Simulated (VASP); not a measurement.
# Ge in VASP: single point with PBE

Aim: the single point of Ge with PBE.

All numbers are computed with VASP 6.6.1; they aren't measurements. Logs are shortened: lines on timing, memory, paths and dates and some standing lists are left out, and cuts for length are marked.

## Step 1: The cell of the first run

The typed cell holds 1 atom: a = 3.204 Å, b = 2.948 Å, c = 2.947 Å, α = 65.86°, β = 57.08°, γ = 57.07°.

## Step 2: Single point, PBE

INCAR

```
PREC     = Accurate       # precision mode
ENCUT    = 520            # plane-wave cutoff, eV
EDIFF    = 1E-6           # SCF threshold, eV
ISMEAR   = 0              # smearing method
SIGMA    = 0.1            # smearing width, eV
LREAL    = F              # projectors in reciprocal space
LASPH    = T              # aspherical terms in the spheres
NELM     = 80             # most SCF steps
ALGO     = Normal         # electronic algorithm
ISIF     = 2              # what is computed and relaxed
LWAVE    = F              # write WAVECAR
LCHARG   = F              # write CHGCAR
GGA      = PE             # functional
NBANDS   = 13             # bands
```

KPOINTS

```
Automatic mesh
0
Gamma
  22 22 22
```

POSCAR

```
Ge
1.0
    0.0000000000      2.2656439721      2.2661837220
    1.8850939064      0.0000000000      2.2661837220
    1.8850939064      2.2656439721      0.0000000000
Ge
1
Direct
    0.0000000000      0.0000000000      0.0000000000
```

Potentials or basis: VASP PAW PBE potentials, release 64 (Ge_d).

Command:

```bash
cat potpaw_PBE.64/Ge_d/POTCAR > POTCAR
mpirun -np 1 vasp_std > vasp.out
```

OUTCAR:

```text
PREC = Accurate
   ENCUT = 520
   EDIFF = 1E-6
   ISMEAR = 0
   LREAL = F
   LASPH = T
   NELM = 80
   ISIF = 2
   GGA = PE

 ion  position               nearest neighbor table
   1  0.000  0.000  0.000-

  LATTYP: Found a face centered orthorhombic cell.
 ALAT       =     3.7701878128
 B/A-ratio  =     1.2018732671
 C/A-ratio  =     1.2021595923

  Lattice vectors:

 A1 = (   0.0000000000,   2.2656439721,   2.2661837220)
 A2 = (   1.8850939064,   0.0000000000,   2.2661837220)
 A3 = (   1.8850939064,   2.2656439721,   0.0000000000)

Analysis of symmetry for initial positions (statically):
=====================================================================
 Subroutine PRICEL returns:
 Original cell was already a primitive cell.

 Routine SETGRP: Setting up the symmetry group for a
 face centered orthorhombic supercell.

 Subroutine GETGRP returns: Found  8 space group operations
 (whereof  8 operations were pure point group operations)
 out of a pool of  8 trial point group operations.

The static configuration has the point symmetry D_2h.

Analysis of symmetry for dynamics (positions and initial velocities):
=====================================================================
 Subroutine PRICEL returns:
 Original cell was already a primitive cell.

 Routine SETGRP: Setting up the symmetry group for a
 face centered orthorhombic supercell.

 Subroutine GETGRP returns: Found  8 space group operations
 (whereof  8 operations were pure point group operations)
 out of a pool of  8 trial point group operations.

The dynamic configuration has the point symmetry D_2h.

 Subroutine INISYM returns: Found  8 space group operations
 (whereof  8 operations are pure point group operations),
 and found     1 'primitive' translations

----------------------------------------------------------------------------------------

                                     Primitive cell

  volume of cell :      19.3575

  direct lattice vectors                    reciprocal lattice vectors
     0.000000000  2.265643972  2.266183722    -0.265238776  0.220687807  0.220635245
     1.885093906  0.000000000  2.266183722     0.265238776 -0.220687807  0.220635245
     1.885093906  2.265643972  0.000000000     0.265238776  0.220687807 -0.220635245

  length of vectors
     3.204486116  2.947739422  2.947324489     0.409554182  0.409554182  0.409554182

  position of ions in fractional coordinates (direct lattice)
     0.000000000  0.000000000  0.000000000

  ion indices of the primitive-cell ions
   primitive index   ion index
[... 81 lines left out ...]
   POTIM  = 0.5000    time-step for ionic-motion
   TEBEG  =    0.0;   TEEND  =   0.0 temperature during run
   PSTRESS=    0.0 pullay stress
   NELECT =      14.0000    total number of electrons
   NUPDOWN=      -1.0000    fix difference up-down
   EMIN   =  10.00;   EMAX   =-10.00  energy-range for DOS
   EFERMI =   0.00;   METHOD = LEGACY
   ISMEAR =     0;   SIGMA  =   0.10  broadening in eV -4-tet -1-fermi 0-gaus
   EFERMI_NEDOS =   21; number of points for ismear=-14 and -15
   IALGO  =     38    algorithm
   IMIX   =      4    mixing-type and parameters
     AMIX     =   0.40;   BMIX     =  1.00
     AMIX_MAG =   1.60;   BMIX_MAG =  1.00
  volume/ion in A,a.u.               =      19.36       130.63
  Fermi-wavevector in a.u.,A,eV,Ry     =   1.469493  2.776940 29.380561  2.159410
  Thomas-Fermi vector in A             =   2.584864
   LORBIT       =      0    0 simple, 1 ext, 2 COOP (PROOUT), +10 PAW based schemes
   GGA     = PE    functional components
   LHFCALC =     F    Hartree Fock is set to
   AEXX    =    0.0000 exact exchange contribution
   IVDW    =     0    specifies the selected vdW correction
   LEPSILON=     F    determine dielectric tensor
   LRPA    =     F    only Hartree local field effects (RPA)
 non-spin polarized calculation
 Gauss-broadening in eV      SIGMA  =   0.10
  energy-cutoff  :      520.00
  volume of cell :       19.36
 maximum number of plane-waves:       534
   NGX = 11   NGY = 11   NGZ = 11

 number of electron      14.0000001 magnetization

 Free energy of the ion-electron system (eV)
  ---------------------------------------------------
  ext. energy  EPLUGINS =         0.00000000
  ---------------------------------------------------
  free energy    TOTEN  =        -4.19105710 eV

  energy without entropy =       -4.18867067  energy(sigma->0) =       -4.18986389

 E-fermi :   6.5513     XC(G=0): -11.1710

 val. band max:        6.5511889256   @ k =  -0.4091   0.2727   0.3182
 cond. band min:       6.5515235549   @ k =  -0.4091   0.3182   0.2727
 fundamental gap:      0.0003346293
 Fermi energy:         6.5512639704

 k-point     1 :       0.0000    0.0000    0.0000
  band No.  band energies     occupation
      1     -18.2264      2.00000
      2     -18.2264      2.00000
      3     -18.2077      2.00000
      4     -18.1778      2.00000
      5     -18.1374      2.00000
      6      -6.4383      2.00000
      7      15.1314      0.00000
      8      15.4219      0.00000
      9      15.4236      0.00000
     10      20.4187      0.00000
     11      20.4208      0.00000
     12      21.7353      0.00000
     13      21.9990      0.00000
[... 354 lines left out ...]
  band No.  band energies     occupation
      1     -18.2388      2.00000
      2     -18.2162      2.00000
      3     -18.1744      2.00000
      4     -18.1398      2.00000
      5     -18.1107      2.00000
      6      -1.3330      2.00000
      7       1.4305      2.00000
      8      11.3626      0.00000
      9      13.5702      0.00000
     10      17.2247      0.00000
     11      17.8977      0.00000
     12      22.0384      0.00000
     13      23.7276      0.00000

 [... further k-points ...]

------------------------ aborting loop because EDIFF is reached ----------------------------------------

  FORCE on cell =-STRESS in cart. coord.  units (eV):
  Direction    XX          YY          ZZ          XY          YZ          ZX
  --------------------------------------------------------------------------------------
  -------------------------------------------------------------------------------------
  Total       -0.0093002     -0.0084974     -0.0090497      0.0000000      0.0000000      0.0000000
  in kB       -0.7697598     -0.7033129     -0.7490260      0.0000000      0.0000000      0.0000000
  external PRESSURE =      -0.7406995 kB  Pullay stress =       0.0000000 kB

 VOLUME and BASIS-vectors are now :
 -----------------------------------------------------------------------------
  energy-cutoff  :      520.00
  volume of cell :       19.36
      direct lattice vectors                 reciprocal lattice vectors
     0.000000000  2.265643972  2.266183722    -0.265238776  0.220687807  0.220635245
     1.885093906  0.000000000  2.266183722     0.265238776 -0.220687807  0.220635245
     1.885093906  2.265643972  0.000000000     0.265238776  0.220687807 -0.220635245

 POSITION                                       TOTAL-FORCE (eV/Angst)
 -----------------------------------------------------------------------------------
      0.00000      0.00000      0.00000         0.000000      0.000000     -0.000000
 -----------------------------------------------------------------------------------
    total drift:                               -0.000000      0.000000     -0.000000

  FREE ENERGIE OF THE ION-ELECTRON SYSTEM (eV)
  ---------------------------------------------------
  free  energy   TOTEN  =        -4.1910571005 eV

  energy  without entropy=       -4.1886706728  energy(sigma->0) =       -4.18986389
```

stdout:

```text
POSCAR found type information on POSCAR Ge
 POSCAR found :  1 types and       1 ions
 scaLAPACK will be used
 LDA part: xc-table for (Slater+PW92), standard interpolation
 POSCAR, INCAR and KPOINTS ok, starting setup
 FFT: planning ... GRIDC
 FFT: planning ... GRID_SOFT
 FFT: planning ... GRID
 WAVECAR not read
 entering main loop
```

Wall time 1.7 min (1 thread of Intel Xeon Platinum 8488C (Sapphire Rapids), shared host); peak memory 0.43 GiB.

Results:

```yaml
Free_energy: -4.1911 eV
Pressure: -0.1 GPa
Band_gap_on_the_k_mesh: zero (bands 7 and 8 overlap by 11.34 eV)
```
